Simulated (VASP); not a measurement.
Here is a VASP 6.6.1 calculation.

File INCAR:

```
ALGO = Normal
EDIFF = 1E-6
ENCUT = 520
GGA = PE
ISIF = 2
ISMEAR = 0
IVDW = 12
LASPH = True
LCHARG = False
LREAL = False
LWAVE = False
NBANDS = 35
NELM = 100
PREC = Accurate
SIGMA = 0.05
```

Contents of KPOINTS:

```
k-points
0
Gamma
  9 9 2
```

Contents of POSCAR:

```
WSe2
1.0
   -3.2789854852      0.0000000000      0.0000000000
   -1.6394927426     -2.8396847288      0.0000000000
   -0.2732487904     -0.4732807881     14.0112373504
W Se
2 4
Direct
    0.0000000000     -0.1250000000      0.7500000000
    0.0000000000     -0.0416666667      0.2500000000
    0.3333333333      0.1882872623      0.8702764262
    0.3333333333      0.2716205956      0.3702764262
    0.3333333333      0.3117127377      0.1297235738
    0.3333333333      0.2283794044      0.6297235738
```

Potentials or basis: VASP PAW PBE potentials, release 64 (W_sv, Se).

Launch:

```console
$ cat potpaw_PBE.64/W_sv/POTCAR potpaw_PBE.64/Se/POTCAR > POTCAR
$ mpirun -np 1 vasp_std > vasp.out
```

**Question.** Estimate the pressure.

**Answer.** 0.2 GPa.

**Question.** What does it give for the dispersion energy per atom?

**Answer.** -0.432 eV.

Forces in eV/Å, atoms in the order of the input:
```
W    0.004  0.006  0.006
W   -0.004 -0.007 -0.006
Se   0.014  0.025  0.076
Se   0.001  0.000  0.048
Se  -0.015 -0.024 -0.076
Se   0.000 -0.001 -0.048
```
